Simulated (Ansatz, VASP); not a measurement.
## InSb: VASP beside Ansatz

```
CELL_PARAMETERS angstrom
0.00000 2.85459 2.85459
2.85459 0.00000 2.85459
2.85459 2.85459 0.00000
ATOMIC_POSITIONS crystal
In 0.00000 0.00000 0.00000
Sb 0.50000 0.50000 0.50000
```

Change from the starting cell: volume scaled by 0.8, PAW files.

Alike in both runs: task single point; functional PBE; k mesh 11 × 11 × 11; occupations fermi-dirac, width 0.05 eV; no spin polarisation.

|  | VASP | Ansatz |
| --- | --- | --- |
| version | VASP 6.6.1 | Ansatz 0.2.0 |
| potentials or method | VASP PAW PBE potentials, release 64 (In_d, Sb) | PAW with Ansatz's default frozen-core files, scalar-relativistic |
| plane-wave cutoff (eV) | 520 | 420 |
| valence electrons in the cell | 18 | 28 |

```csv
,VASP,Ansatz,Ansatz less VASP
pressure (GPa),18.3,18.3,-0.02
```

VASP's potentials hold 18 valence electrons a cell and Ansatz's 28, so a difference there can come from the potentials and not from the codes.

Spin-orbit coupling is off throughout.
